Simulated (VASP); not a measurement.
Wanted: the native input for a VASP 6.6.1 run.

```yaml
Task: single point
Functional: LDA
Potentials_or_basis: VASP PAW LDA potentials, release 64 (Al, Ga_d, N_h)
Cutoff: 910 eV
k_mesh: 8 × 8 × 6
Occupations: gaussian, width 0.02 eV
Spin: no spin polarisation
Dipole_correction: no
Second_run: hard_potentials
Further_INCAR_settings: ALGO = Normal; EDIFF = 1e-06; NBANDS = 21
```

The structure of AlGaN2 lies in POSCAR:

```
AlGaN2
1.0
    3.0700837219      0.0000000000      0.0000000000
    0.0000000000      3.0700837219      0.0000000000
    0.0000000000      0.0000000000      4.3178717064
Al Ga N
1 1 2
Direct
    0.5000000000      0.5000000000      0.5000000000
    0.0000000000      0.0000000000      0.0000000000
    0.5000000000      0.0000000000      0.7399319764
    0.0000000000      0.5000000000      0.2600680236
```

The input as run:

INCAR

```
SYSTEM = AlGaN2
  PREC = Accurate
  ENCUT = 910
  EDIFF = 1E-6
  ISMEAR = 0
  SIGMA = 0.02
  LREAL = .False.
  LASPH = .True.
  NELM = 120
  ALGO = Normal
  ISIF = 2
  LWAVE = .False.
  LCHARG = .False.
  NBANDS = 21
  GGA_COMPAT = .False.
```

KPOINTS

```
Automatic mesh
0
Gamma
  8 8 6
  0 0 0
```

Potentials or basis: VASP PAW LDA potentials, release 64 (Al, Ga_d, N_h).

The run is started by

```console
$ cat potpaw_LDA.64/Al/POTCAR potpaw_LDA.64/Ga_d/POTCAR potpaw_LDA.64/N_h/POTCAR > POTCAR
$ mpirun -np 1 vasp_std > vasp.out
```

It gave:

| Quantity | Value |
| --- | --- |
| Pressure | 10.9 GPa |
| Largest force | 0.035 eV/Å |
| Band gap on the k mesh | 3.26 eV, indirect (least direct gap 3.40 eV) |

Caveat: the cutoff is under 1.25 times the usual one of these potentials, so pressure, stress and relaxed cells hold a basis-set (Pulay) error.

Run time: 2.1 min on 1 thread of Intel(R) Xeon(R) Platinum 8259CL CPU @ 2.50GHz (Skylake/Cascade Lake), on a shared host, peak memory 0.25 GiB.
